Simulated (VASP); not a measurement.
A run of VASP 6.6.1 is set up as follows.

INCAR

```
PREC     = Accurate       # precision mode
ENCUT    = 600            # plane-wave cutoff, eV
EDIFF    = 1E-7           # SCF threshold, eV
ISMEAR   = 0              # smearing method
SIGMA    = 0.1            # smearing width, eV
LREAL    = False          # projectors in reciprocal space
LASPH    = True           # aspherical terms in the spheres
NELM     = 100            # most SCF steps
ALGO     = Normal         # electronic algorithm
ISIF     = 3              # what is computed and relaxed
LWAVE    = False          # write WAVECAR
LCHARG   = False          # write CHGCAR
GGA      = PE             # functional
IBRION   = 2              # ionic algorithm
NSW      = 90             # ionic steps
EDIFFG   = -0.04          # ionic threshold
```

File KPOINTS:

```
regular mesh
0
Gamma
  4 4 4
```

Contents of POSCAR:

```
Nb2Te2S
1.0
    2.7687738600     -4.1166844900      0.0000000000
    2.7687738600      4.1166844900      0.0000000000
    0.0000000000      0.0000000000      5.5944644800
Nb Te S
2 2 1
Direct
    0.7734916000      0.7734916000      0.0000000000
    0.2265084000      0.2265084000      0.0000000000
    0.0000000000      0.5000000000      0.0000000000
    0.5000000000      0.0000000000      0.0000000000
    0.0000000000      0.0000000000      0.5000000000
```

Potentials or basis: VASP PAW PBE potentials, release 64 (Nb_sv, Te, S).

The run is started by

```bash
$ cat potpaw_PBE.64/Nb_sv/POTCAR potpaw_PBE.64/Te/POTCAR potpaw_PBE.64/S/POTCAR > POTCAR
$ mpirun -np 1 vasp_std > vasp.out
```

Question: Estimate the relaxed cell.

Answer: a = 6.330 Å, b = 6.330 Å, c = 4.431 Å, α = 90.00°, β = 90.00°, γ = 121.67°.

Question: Estimate the band gap on the k mesh.

Answer: Zero (bands 22 and 23 overlap by 1.21 eV).

Question: Estimate the space group after relaxing (to 0.1 Å).

Answer: Cmmm (No. 65).

Final structure:
```
Nb Te S
1.0
     3.08497   -5.52760    0.00000
     3.08497    5.52760    0.00000
     0.00000    0.00000    4.43127
Nb Te S
2 2 1
Direct
  0.81129 0.81129 0.00000
  0.18871 0.18871 0.00000
  0.00000 0.50000 0.00000
  0.50000 0.00000 0.00000
  0.00000 0.00000 0.50000
```

Caveat: spin-orbit coupling is left out, which moves the levels of the heavy elements.
